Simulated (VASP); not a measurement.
Wanted: the native input for a VASP 6.6.1 run.

* Task: single point
* Functional: PBE
* Potentials or basis: VASP PAW PBE potentials, release 64 (O, Mg, S)
* Cutoff: 520 eV
* k mesh: 6 × 6 × 4
* Occupations: gaussian, width 0.01 eV
* Spin: no spin polarisation
* Dipole correction: no
* Further INCAR settings: ALGO = Normal; EDIFF = 1e-07; NBANDS = 16

The structure of Mg2SO lies in POSCAR:

```
Mg2SO
1.0
    3.6748652521      0.0000000000      0.0000000000
    0.0000000000      3.6748652521      0.0000000000
    0.0000000000      0.0000000000      4.8839684028
O Mg S
1 2 1
Direct
    0.0000000000      0.0000000000      0.0000000000
    0.0000000000      0.5000000000      0.8113170196
    0.5000000000      0.0000000000      0.1886829804
    0.5000000000      0.5000000000      0.5000000000
```

These files were run (other wordings do the same):

INCAR

```
  ALGO = Normal
  EDIFF = 1E-7
  ENCUT = 520
  GGA = PE
  ISIF = 2
  ISMEAR = 0
  LASPH = T
  LCHARG = F
  LREAL = F
  LWAVE = F
  NBANDS = 16
  NELM = 80
  PREC = Accurate
  SIGMA = 0.01
```

KPOINTS

```
k-points
0
Gamma
  6 6 4
```

Potentials or basis: VASP PAW PBE potentials, release 64 (O, Mg, S).

Run with:

```console
$ cat potpaw_PBE.64/O/POTCAR potpaw_PBE.64/Mg/POTCAR potpaw_PBE.64/S/POTCAR > POTCAR
$ mpirun -np 1 vasp_std > vasp.out
```

It gave:

```yaml
Pressure: 1.7 GPa
Largest_force: 0.014 eV/Å
Band_gap_on_the_k_mesh: 1.62 eV (least direct gap 1.76 eV)
```

Run time: 24 s on 1 thread of Intel(R) Xeon(R) Platinum 8259CL CPU @ 2.50GHz (Skylake/Cascade Lake), with other jobs on the host, peak memory 0.18 GiB.
